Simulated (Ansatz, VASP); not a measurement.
# Ge in VASP and in Ansatz

```xyz
2
Lattice="0.0000 2.8370 2.8370 2.8370 0.0000 2.8370 2.8370 2.8370 0.0000" Properties=species:S:1:pos:R:3 pbc="T T T"
Ge    0.0000    0.0000    0.0000
Ge    1.4185    1.4185    1.4185
```

Alike in both runs: functional r2SCAN; k mesh 9 × 9 × 9; occupations tetrahedron; no spin polarisation.

Ansatz relaxed the structure, and its values are those at the end. VASP's run is a single point on that final structure, the one shown.

|  | VASP | Ansatz |
| --- | --- | --- |
| version | VASP 6.6.1 | Ansatz 0.2.0 |
| potentials or method | VASP PAW PBE potentials, release 64 (Ge_d), cutoff 520 eV | PAW plane waves |
| valence electrons in the cell | 28 | 28 |

```csv
,VASP,Ansatz,Ansatz less VASP
gap on the k mesh at the Fermi level (eV),0.32,0.36,+0.039
pressure (GPa),0.0,0.0,-0.04
```

VASP's potentials were made for PBE, not for r2SCAN. With one functional, cell and mesh, what is left measures potentials, basis and numerics. Ansatz's warnings: band table not solved further, forces under tetrahedra, tetrahedron derivatives may miss energy slope.
